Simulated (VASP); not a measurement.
SiO2: single point with LDA

SiO2:

```
CELL_PARAMETERS angstrom
4.21530 0.00000 0.00000
0.00000 4.21530 0.00000
0.00000 0.00000 2.42043
ATOMIC_POSITIONS crystal
Si 0.50000 0.50000 0.50000
Si 0.00000 0.00000 0.00000
O 0.69443 0.69443 0.00000
O 0.19443 0.80557 0.50000
O 0.30557 0.30557 0.00000
O 0.80557 0.19443 0.50000
```

This cell differs from its parent crystal: volume 7.168 Å^3 an atom, c/a of the conventional cell 0.5742.

| Item | Value |
| --- | --- |
| Program | VASP 6.6.1 |
| Task | single point |
| Functional | LDA |
| Potentials or basis | VASP PAW LDA potentials, release 64 (Si, O) |
| Cutoff | 520 eV |
| k mesh | 6 × 6 × 10 |
| Occupations | gaussian, width 0.05 eV |
| Spin | no spin polarisation |
| Dipole correction | no |
| Further INCAR settings | ALGO = Normal; EDIFF = 1e-07; NBANDS = 25 |

```json
{
  "Pressure": "35.9 GPa",
  "Largest force": "0.197 eV/Å",
  "Band gap on the k mesh": "7.15 eV, direct"
}
```

Forces on the atoms (eV/Å):
```
Si   0.000  0.000  0.000
Si   0.000  0.000  0.000
O    0.139  0.139  0.000
O    0.139 -0.139  0.000
O   -0.139 -0.139  0.000
O   -0.139  0.139  0.000
```

Stress tensor (GPa, compression positive):
```
10.27  0.00  0.00
 0.00 10.27  0.00
 0.00  0.00 87.05
```

Levels at points of the mesh, in eV from the valence-band top:
```
           k point  band 12  band 13  band 14  band 15  band 16  band 17  band 18  band 19  band 20  band 21
(0.00, 0.00, 0.00)    -2.53    -1.81    -1.02    -1.02     0.00     7.15     8.72    10.54    10.54    10.93
(0.50, 0.00, 0.00)    -3.49    -2.11    -2.11    -1.25    -1.25     9.41     9.41    10.56    10.56    11.41
(0.50, 0.50, 0.00)    -2.87    -2.61    -2.61    -2.59    -2.59     9.23     9.23    11.41    11.41    13.10
(0.00, 0.00, 0.50)    -5.04    -3.05    -3.05    -2.90    -2.90     9.82     9.82    12.67    12.67    13.00
(0.50, 0.00, 0.50)    -4.33    -2.59    -2.59    -1.86    -1.86     9.19     9.19     9.73     9.73    12.32
(0.50, 0.50, 0.50)    -4.94    -2.06    -2.06    -1.64    -1.64     7.66     7.66    11.14    11.14    11.31
```

Run time: 24 s on 1 thread of Intel Xeon 6975P-C, on a shared host, peak memory 0.16 GiB.

 A k mesh can miss the band edges.
